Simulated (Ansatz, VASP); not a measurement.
# BN in VASP and in Ansatz

The input INCAR:

```
SYSTEM = BN
  PREC = Accurate
  ENCUT = 520
  EDIFF = 1E-6
  ISMEAR = 0
  SIGMA = 0.05
  LREAL = .False.
  LASPH = .True.
  NELM = 80
  ALGO = Normal
  ISIF = 2
  LWAVE = .False.
  LCHARG = .False.
  GGA = PE
  NBANDS = 16
```

The input KPOINTS:

```
regular mesh
0
Gamma
  12 12 6
  0 0 0
```

File POSCAR:

```
BN
1.0
    2.5545800960      0.0000000000      0.0000000000
   -1.2772900480      2.2123312591      0.0000000000
    0.0000000000      0.0000000000      4.2245145352
B N
2 2
Direct
    0.6666666667      0.3333333333      0.9706095087
    0.3333333333      0.6666666667      0.5290022007
    0.6666666667      0.3333333333      0.6695779434
    0.3333333333      0.6666666667      0.0808103472
```

Input for Ansatz:

```yaml
crystal:
  lattice:
    - [2.554580096, 0.0, 0.0]
    - [-1.277290048, 2.2123312591, 0.0]
    - [0.0, 0.0, 4.2245145352]
  atoms:
    - { symbol: B, position: [0.6666666667, 0.3333333333, 0.9706095087] }
    - { symbol: B, position: [0.3333333333, 0.6666666667, 0.5290022007] }
    - { symbol: "N", position: [0.6666666667, 0.3333333333, 0.6695779434] }
    - { symbol: "N", position: [0.3333333333, 0.6666666667, 0.0808103472] }
basis:
  ecutwfc: 420
kpoints:
  mp_grid: { grid: [12, 12, 6] }
hamiltonian:
  xc: pbe
scf:
  occupations: { method: gaussian, width: 0.05 }
output:
  forces: true
  stress: true
  eigenvalues: true
```

Change from the starting cell: mode 8 (949.4 1/cm) frozen in, largest displacement +0.188 Å.

Alike in both runs: task single point; functional PBE; k mesh 12 × 12 × 6; occupations gaussian, width 0.05 eV; no spin polarisation.

|  | VASP | Ansatz |
| --- | --- | --- |
| version | VASP 6.6.1 | Ansatz 0.2.0 |
| potentials or method | VASP PAW PBE potentials, release 64 (B, N), cutoff 520 eV | scalar-relativistic, plane waves, PAW |
| valence electrons in the cell | 16 | 16 |

Ansatz gave:

```
gap on the k mesh at the Fermi level (eV) : 4.53
least direct gap on the mesh (eV)         : 6.31
rms of the force components (eV/Å)        : 6.112
```

Q: Estimate VASP's values.

A: gap on the k mesh at the Fermi level (eV): 4.53; least direct gap on the mesh (eV): 6.31; rms of the force components (eV/Å): 6.131.

Atom by atom the forces differ by 0.020 eV/Å (rms over components). With one functional, cell and mesh, what is left measures potentials, basis and numerics.
